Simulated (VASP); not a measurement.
Runs of VASP 6.6.1 on NaMoO3. Symmetry: Pm-3m, No. 221, cubic system. Conventional cell: a = 3.949 Å, b = 3.949 Å, c = 3.949 Å, α = 90.00°, β = 90.00°, γ = 90.00°. Within 3.7 Å of Na (site symmetry m-3m) lie 12 O at 2.79 Å and 8 Mo at 3.42 Å. Within 2.6 Å of Mo (site symmetry m-3m) lie 6 O at 1.97 Å. O (site symmetry 4/mmm) has 2 Mo at 1.97 Å within 2.6 Å. 

| smearing | gap on the mesh (eV) | pressure (GPa) |
| --- | --- | --- |
| fermi-dirac 0.2 eV | none | -15.8 |
| fermi-dirac 0.1 eV | none | -16.0 |
| fermi-dirac 0.05 eV | none | -16.1 |
| fermi-dirac 0.3 eV | none | (a) |

Alike in all rows: task single point; level LDA; potentials or basis VASP PAW LDA potentials, release 64 (Na_pv, Mo_sv, O); no spin polarisation; cell as given; k mesh 6 × 6 × 6; cutoff (eV) 520.

Task: Estimate the missing entries.

Result: (a) -15.5.

Caveats: an odd number of electrons without spin polarisation forces a metal; a magnetic or distorted state may lie lower.

A k mesh can miss the band edges, and the runs leave out spin-orbit coupling on Mo.

A gap of «none» marks levels without a gap at the run's occupations.
